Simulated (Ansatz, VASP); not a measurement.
# C in VASP and in Ansatz

```xyz
6
Lattice="2.4335 0.0000 0.0000 0.0000 2.5689 0.0000 0.0000 0.0000 6.2647" Properties=species:S:1:pos:R:3 pbc="T T T"
C     0.6084    0.0000    3.6280
C     1.8251    1.2845    0.3576
C     1.8251    0.0000    2.6367
C     0.6084    1.2845    5.9070
C     1.8251    1.2845    1.8329
C     0.6084    1.2845    4.4318
```

Change from the starting cell: the structure that the rattled cell fell into.

Alike in both runs: functional PBE; k mesh 16 × 14 × 6; occupations gaussian, width 0.1 eV; no spin polarisation.

Ansatz relaxed the structure, and its values are those at the end. VASP's run is a single point on that final structure, the one shown.

|  | VASP | Ansatz |
| --- | --- | --- |
| version | VASP 6.6.1 | Ansatz 0.2.0 |
| potentials or method | VASP PAW PBE potentials, release 64 (C), cutoff 520 eV | scalar-relativistic, plane waves, PAW |
| valence electrons in the cell | 24 | 24 |

VASP gave:

```
gap on the k mesh at the Fermi level (eV) : none
pressure (GPa)                            : 0.6
rms of the force components (eV/Å)        : 0.005
```

Problem. Estimate Ansatz's values.

Solution. gap on the k mesh at the Fermi level (eV): none; pressure (GPa): 0.0; rms of the force components (eV/Å): 0.002.

A gap of «none» marks a metal or a gap that the smearing closes.
